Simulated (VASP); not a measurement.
## GaP: single point with LDA

Crystal: GaP.

```
Ga P
1.0
     0.00000    2.74858    2.74858
     2.74858    0.00000    2.74858
     2.74858    2.74858    0.00000
Ga P
1 1
Cartesian
  0.0000 0.0000 0.0000
  4.1229 4.1229 4.1229
```

```
Program                : VASP 6.6.1
Task                   : single point
Functional             : LDA
Potentials or basis    : VASP PAW LDA potentials, release 64 (Ga_d, P)
Cutoff                 : 500 eV
k mesh                 : 8 × 8 × 8
Occupations            : gaussian, width 0.02 eV
Spin                   : no spin polarisation
Dipole correction      : no
Further INCAR settings : ALGO = Normal; EDIFF = 1e-06; NBANDS = 16
```

```json
{"Pressure": "-4.6 GPa", "Band gap on the k mesh": "1.43 eV"}
```

Levels at points of the mesh, in eV from the valence-band top:
```tsv
k point	band 6	band 7	band 8	band 9	band 10	band 11	band 12	band 13
(0.00, 0.00, 0.00)	-12.32	0.00	0.00	0.00	1.43	3.80	3.80	3.80
(0.50, 0.00, 0.00)	-10.32	-6.57	-1.09	-1.09	1.44	4.64	4.64	8.00
(0.50, 0.50, 0.00)	-9.43	-6.72	-2.62	-2.62	1.55	1.70	10.26	10.26
```

It took 23 s on 1 thread of Intel Xeon 8259CL, on a shared host, peak memory 0.14 GiB.

Caveat: the cell stands under tension. A k mesh can miss the band edges.
